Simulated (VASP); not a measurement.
Write the native input for VASP 6.6.1 that does the following.

* Task: relaxation of the atoms
* Functional: r2SCAN
* Potentials or basis: VASP PAW PBE potentials, release 64 (Ga_d, As)
* Cutoff: 520 eV
* k mesh: 8 × 8 × 8
* Occupations: fermi-dirac, width 0.02 eV
* Spin: no spin polarisation
* Dipole correction: no
* Further INCAR settings: ALGO = Normal; EDIFF = 1e-06; IBRION = 2; EDIFFG = -0.01; NSW = 50

GaAs:

```
Ga As
1.0
     0.00000    2.86992    2.86992
     2.86992    0.00000    2.86992
     2.86992    2.86992    0.00000
Ga As
1 1
Direct
  0.00000 0.00000 0.00000
  0.25000 0.25000 0.25000
```

These files were run (other wordings do the same):

POSCAR

```
GaAs
1.0
    0.0000000000      2.8699172300      2.8699172300
    2.8699172300      0.0000000000      2.8699172300
    2.8699172300      2.8699172300      0.0000000000
Ga As
1 1
Direct
    0.0000000000      0.0000000000      0.0000000000
    0.2500000000      0.2500000000      0.2500000000
```

INCAR.step1

```
  PREC = Accurate
  ENCUT = 520
  ISMEAR = -1
  SIGMA = 0.02
  LREAL = False
  LASPH = True
  NELM = 60
  GGA = PE
  ALGO = Normal
  EDIFF = 1E-4
  LWAVE = True
  LCHARG = False
```

INCAR.step2

```
  PREC = Accurate
  ENCUT = 520
  EDIFF = 1E-6
  ISMEAR = -1
  SIGMA = 0.02
  LREAL = False
  LASPH = True
  NELM = 60
  ALGO = Normal
  ISIF = 2
  LWAVE = False
  LCHARG = False
  METAGGA = R2SCAN
  LMIXTAU = True
  IBRION = 2
  NSW = 50
  EDIFFG = -0.01
  ISTART = 1
```

KPOINTS

```
regular mesh
0
Gamma
  8 8 8
```

Potentials or basis: VASP PAW PBE potentials, release 64 (Ga_d, As).

Launch:

```sh
$ cat potpaw_PBE.64/Ga_d/POTCAR potpaw_PBE.64/As/POTCAR > POTCAR
$ cp INCAR.step1 INCAR
$ mpirun -np 1 vasp_std > vasp.out
$ cp INCAR.step2 INCAR
$ mpirun -np 1 vasp_std > vasp.out
```

It gave:

```
Pressure after relaxing : -2.5 GPa
Band gap on the k mesh  : 0.64 eV
```

Caveat: the relaxation stopped at its first step, so nothing moved; semilocal functionals underestimate gaps, and a narrow one can read as zero; the PAW data sets were made with another functional, which shifts forces and pressure a little.

It took 120 s on 1 thread of AMD EPYC 7R13, on a shared host, peak memory 0.18 GiB.
